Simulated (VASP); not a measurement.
Wanted: the native input for a VASP 6.6.1 run.

```
Task                   : single point
Functional             : PBEsol
Potentials or basis    : VASP PAW PBE potentials, release 64 (Ti_sv, O)
Cutoff                 : 520 eV
k mesh                 : 8 × 8 × 12
Occupations            : gaussian, width 0.1 eV
Spin                   : no spin polarisation
Dipole correction      : no
Further INCAR settings : ALGO = Fast; EDIFF = 1e-06; NBANDS = 39
```

The structure of Ti3O4 lies in POSCAR:

```
Ti3O4
1.0
    2.9128162286     -4.0303540220      0.0000000000
    2.9128162286      4.0303540220      0.0000000000
    0.0000000000      0.0000000000      2.9690273773
Ti O
3 4
Direct
    0.0000000000      0.0000000000      0.5000000000
    0.5000000000      0.0000000000      0.0000000000
    0.0000000000      0.5000000000      0.0000000000
    0.7627833111      0.7627833111      0.0000000000
    0.2588765548      0.7411234452      0.5000000000
    0.2372166889      0.2372166889      0.0000000000
    0.7411234452      0.2588765548      0.5000000000
```

One way to write it, as run:

INCAR

```
  ALGO = Fast
  EDIFF = 1E-6
  ENCUT = 520
  GGA = PS
  ISIF = 2
  ISMEAR = 0
  LASPH = T
  LCHARG = F
  LREAL = F
  LWAVE = F
  NBANDS = 39
  NELM = 80
  PREC = Accurate
  SIGMA = 0.1
```

KPOINTS

```
k-points
0
Gamma
  8 8 12
```

Potentials or basis: VASP PAW PBE potentials, release 64 (Ti_sv, O).

Run with:

```console
$ cat potpaw_PBE.64/Ti_sv/POTCAR potpaw_PBE.64/O/POTCAR > POTCAR
$ mpirun -np 1 vasp_std > vasp.out
```

It gave:

* Pressure: 0.7 GPa
* Largest force: 0.032 eV/Å
* Band gap on the k mesh: zero (bands 30 and 31 overlap by 1.11 eV)

Caveat: the PAW data sets were made with another functional, which shifts forces and pressure a little; semilocal functionals often make such compounds metallic where correlation or magnetic order opens a gap, which also shifts bond lengths.

It took 26 min on 1 thread of Oxide Virtual Turin-like Processor (shared host), peak memory 0.38 GiB.
